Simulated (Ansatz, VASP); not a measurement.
## One calculation of La, two programs

```
CELL_PARAMETERS angstrom
3.80811 0.00000 0.00000
-1.90406 3.29792 0.00000
0.00000 0.00000 6.11637
ATOMIC_POSITIONS crystal
La 0.33333 0.66667 0.25000
La 0.66667 0.33333 0.75000
```

Change from the starting cell: volume scaled by 1.02, PAW files.

Alike in both runs: task electric field gradients; functional PBE; k mesh 12 × 12 × 7; occupations fermi-dirac, width 0.05 eV; no spin polarisation.

|  | VASP | Ansatz |
| --- | --- | --- |
| version | VASP 6.6.1 | Ansatz 0.2.0 |
| potentials or method | VASP PAW PBE potentials, release 64 (La) | PAW with Ansatz's default frozen-core files, scalar-relativistic |
| plane-wave cutoff (eV) | 520 | 420 |
| valence electrons in the cell | 22 | 22 |

```csv
,VASP,Ansatz,Ansatz less VASP
pressure (GPa),-0.4,-0.5,-0.06
size of Vzz on the site where it differs most (V/Å²),18.3,16.8,-1.48
```

With one functional, cell and mesh, what is left measures potentials, basis and numerics.

Neither program's run includes spin-orbit coupling.
